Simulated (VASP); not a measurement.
Here is a VASP 6.6.1 calculation.

Contents of INCAR:

```
SYSTEM = B3C
PREC = Accurate
ENCUT = 600
EDIFF = 1E-6
ISMEAR = 0
SIGMA = 0.2
LREAL = .False.
LASPH = .True.
NELM = 60
ALGO = Normal
ISIF = 3
LWAVE = .False.
LCHARG = .False.
GGA = PE
IBRION = 2
NSW = 80
EDIFFG = -0.025
```

Contents of KPOINTS:

```
regular mesh
0
Gamma
  8 8 4
  0 0 0
```

The input POSCAR:

```
B3C
1.0
   -2.8539437316     -0.0200376197      0.0188746812
    0.0188746812      0.0367902081     -2.9109199618
   -0.0400752395     -5.9627337429      0.0735804162
B C
6 2
Direct
    0.9126297409      0.4799541141      0.7324922344
    0.9995698981      0.4613175751      0.2662008214
    0.5030876964      0.5430417079      1.0349749047
    0.4570694603      0.4414250587      0.5158616448
    0.4788718183      0.0035828784      0.7248441294
    0.5495247664      0.0752647888      0.2566042744
    1.0573547440      0.1009311530      0.4816428916
    0.0418918755     -0.1055172760     -0.0126209008
```

Potentials or basis: VASP PAW PBE potentials, release 64 (B, C).

Command:

```bash
$ cat potpaw_PBE.64/B/POTCAR potpaw_PBE.64/C/POTCAR > POTCAR
$ mpirun -np 1 vasp_std > vasp.out
```

(1) Estimate the space group after relaxing (to 0.1 Å).

(2) What does it give for the band gap on the k mesh?

(3) Predict the relaxed volume.

(4) What does it give for the relaxed cell?

## Answers

(1) P1 (No. 1).

(2) zero (bands 13 and 14 overlap by 1.37 eV).

(3) 8.11 Å³/atom.

(4) a = 3.444 Å, b = 3.331 Å, c = 5.943 Å, α = 88.86°, β = 86.66°, γ = 107.32°.

Caveat: the volume moved by over 15 % at a fixed basis, so the end points are rough.
